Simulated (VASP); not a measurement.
The system is TePb.

```xyz
2
Lattice="4.0023 0.0000 0.0000 0.0000 4.0023 0.0000 0.0000 0.0000 4.0023" Properties=species:S:1:pos:R:3 pbc="T T T"
Pb    0.0000    0.0000    0.0000
Te    2.0011    2.0011    2.0011
```

| Item | Value |
| --- | --- |
| Program | VASP 6.6.1 |
| Task | relaxation of cell and atoms |
| Functional | BLYP |
| Potentials or basis | VASP PAW PBE potentials, release 64 (Pb_d, Te) |
| Cutoff | 600 eV |
| k mesh | 7 × 7 × 7 |
| Occupations | fermi-dirac, width 0.05 eV |
| Spin | no spin polarisation |

At the start: pressure 3.9 GPa; volume 32.05 Å³/atom.

How do energy, volume and symmetry change on relaxing?

Over 3 steps the energy falls by 34.7 meV/atom and the volume is 35.16 Å³/atom (+9.7 %); space group Pm-3m (No. 221, to 0.1 Å) before and after.

The path:
```
step  energy change (eV)  largest force (eV/Å)  pressure (GPa)  volume (Å³)
   1              0.0000                0.0000            3.88        64.11
   2             -0.0672                0.0000           -0.57        71.58
   3             -0.0694                0.0000            0.01        70.32
```

Final structure:
```
CELL_PARAMETERS angstrom
4.12747 0.00000 0.00000
0.00000 4.12747 0.00000
0.00000 0.00000 4.12747
ATOMIC_POSITIONS crystal
Pb 0.00000 0.00000 0.00000
Te 0.50000 0.50000 0.50000
```

Caveat: the PAW data sets were made with another functional, which shifts forces and pressure a little.
